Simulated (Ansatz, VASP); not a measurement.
# HfB2 in VASP and in Ansatz

INCAR

```
PREC = Accurate ; ENCUT = 520
EDIFF = 1E-6 ; ISMEAR = -1
SIGMA = 0.05 ; LREAL = False
LASPH = True ; NELM = 100
ALGO = Normal ; ISIF = 2
LWAVE = False ; LCHARG = False
GGA = PE ; NBANDS = 15
```

Contents of KPOINTS:

```
regular mesh
0
Gamma
  13 13 11
```

Contents of POSCAR:

```
HfB2
1.0
    3.1400001005      0.0000000000      0.0000000000
   -1.5700000503      2.7193198549      0.0000000000
    0.0000000000      0.0000000000      3.5844000000
Hf B
1 2
Direct
    0.0000000000      0.0000000000      0.0000000000
    0.3333333333      0.6666666667      0.5000000000
    0.6666666667      0.3333333333      0.5000000000
```

Input for Ansatz:

```yaml
crystal:
  lattice:
    - [3.1400001005, 0.0, 0.0]
    - [-1.5700000503, 2.7193198549, 0.0]
    - [0.0, 0.0, 3.5844]
  atoms:
    - { symbol: Hf, position: [0.0, 0.0, 0.0] }
    - { symbol: B, position: [0.3333333333, 0.6666666667, 0.5] }
    - { symbol: B, position: [0.6666666667, 0.3333333333, 0.5] }
kpoints:
  mp_grid: { grid: [13, 13, 11] }
  band_path:
    path:
      - [0.0, 0.0, 0.0]
      - [0.5, 0.0, 0.0]
      - [0.3333333333, 0.3333333333, 0.0]
      - [0.0, 0.0, 0.0]
      - [0.0, 0.0, 0.5]
      - [0.5, 0.0, 0.5]
      - [0.3333333333, 0.3333333333, 0.5]
      - [0.0, 0.0, 0.5]
      - [0.5, 0.0, 0.5]
    npoints: 5
scf:
  occupations: { method: fermi_dirac, width: 0.05 }
hamiltonian:
  xc: pbe
  pseudopotentials: { kind: all_electron, lapw: { basis_error: 0.0005 } }
output:
  forces: true
  stress: true
  eigenvalues: true
```

Change from the starting cell: zz strain of +3 %.

Alike in both runs: task single point; functional PBE; k mesh 13 × 13 × 11; occupations fermi-dirac, width 0.05 eV; no spin polarisation.

|  | VASP | Ansatz |
| --- | --- | --- |
| version | VASP 6.6.1 | Ansatz 0.2.0 |
| potentials or method | VASP PAW PBE potentials, release 64 (Hf_pv, B), cutoff 520 eV | all-electron LAPW, scalar-relativistic |

|  | VASP | Ansatz | Ansatz less VASP |
| --- | --- | --- | --- |
| pressure (GPa) | -5.5 | -5.0 | +0.56 |
| traceless stress, the component that is largest in VASP (GPa) | -5.91 | -5.97 | -0.060 |

Ansatz ran all-electron here, and VASP with PAW potentials.

Neither program's run includes spin-orbit coupling.
